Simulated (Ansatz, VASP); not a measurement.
## One calculation of BN, two programs

Contents of INCAR:

```
PREC = Accurate
ENCUT = 600
EDIFF = 1E-6
ISMEAR = 0
SIGMA = 0.05
LREAL = False
LASPH = True
NELM = 120
ALGO = Normal
ISIF = 2
LWAVE = False
LCHARG = True
GGA = PS
LELF = True
LVHAR = True
NBANDS = 36
GGA_COMPAT = False
```

KPOINTS

```
regular mesh
0
Gamma
  10 10 2
```

File POSCAR:

```
BN
1.0
   -2.5410113134      0.0000000000      0.0000000000
   -1.2705056567     -2.2005803487      0.0000000000
   -2.5411383640     -1.4671269185     12.6098865131
B N
6 6
Direct
    0.5139628105      0.5139628105      0.2290443320
    0.2917294772      0.2917294772      0.5623776653
    0.0694961439      0.0694961439      0.8957109987
    0.2917461439      0.2917461439      0.0623776653
    0.0695128105      0.0695128105      0.3957109987
   -0.1527205228     -0.1527205228      0.7290443320
    0.5971816361      0.5971816361      0.1042223347
    0.3749483028      0.3749483028      0.4375556680
    0.1527149695      0.1527149695      0.7708890013
   -0.2917350305     -0.2917350305      0.9375556680
    0.1527316361      0.1527316361      0.2708890013
   -0.0695016972     -0.0695016972      0.6042223347
```

Input for Ansatz:

```yaml
crystal:
  lattice:
    - [-2.5410113134, 0.0, 0.0]
    - [-1.2705056567, -2.2005803487, 0.0]
    - [-2.541138364, -1.4671269185, 12.6098865131]
  atoms:
    - { symbol: B, position: [0.5139628105, 0.5139628105, 0.229044332] }
    - { symbol: B, position: [0.2917294772, 0.2917294772, 0.5623776653] }
    - { symbol: B, position: [0.0694961439, 0.0694961439, 0.8957109987] }
    - { symbol: B, position: [0.2917461439, 0.2917461439, 0.0623776653] }
    - { symbol: B, position: [0.0695128105, 0.0695128105, 0.3957109987] }
    - { symbol: B, position: [-0.1527205228, -0.1527205228, 0.729044332] }
    - { symbol: "N", position: [0.5971816361, 0.5971816361, 0.1042223347] }
    - { symbol: "N", position: [0.3749483028, 0.3749483028, 0.437555668] }
    - { symbol: "N", position: [0.1527149695, 0.1527149695, 0.7708890013] }
    - { symbol: "N", position: [-0.2917350305, -0.2917350305, 0.937555668] }
    - { symbol: "N", position: [0.1527316361, 0.1527316361, 0.2708890013] }
    - { symbol: "N", position: [-0.0695016972, -0.0695016972, 0.6042223347] }
basis:
  ecutwfc: 420
kpoints:
  mp_grid: { grid: [10, 10, 2] }
hamiltonian:
  xc: pbesol
scf:
  occupations: { method: gaussian, width: 0.05 }
output:
  forces: true
  stress: true
  eigenvalues: true
```

Alike in both runs: task single point; functional PBEsol; k mesh 10 × 10 × 2; occupations gaussian, width 0.05 eV; no spin polarisation.

```csv
,VASP,Ansatz
version,VASP 6.6.1,Ansatz 0.2.0
potentials or method,"VASP PAW PBE potentials, release 64 (B, N), cutoff 600 eV","scalar-relativistic, plane waves, PAW"
valence electrons in the cell,48,48
```

|  | VASP | Ansatz | Ansatz less VASP |
| --- | --- | --- | --- |
| gap on the k mesh at the Fermi level (eV) | 2.09 | 2.09 | +0.004 |
| least direct gap on the mesh (eV) | 2.59 | 2.60 | +0.007 |
| pressure (GPa) | 4.3 | 4.0 | -0.31 |
| traceless stress, the component that is largest in VASP (GPa) | 21.06 | 21.18 | +0.115 |
| rms of the force components (eV/Å) | 0.864 | 0.867 | +0.0035 |

VASP's potentials were made for PBE, not for PBEsol. Atom by atom the forces differ by 0.005 eV/Å (rms over components). With one functional, cell and mesh, what is left measures potentials, basis and numerics.
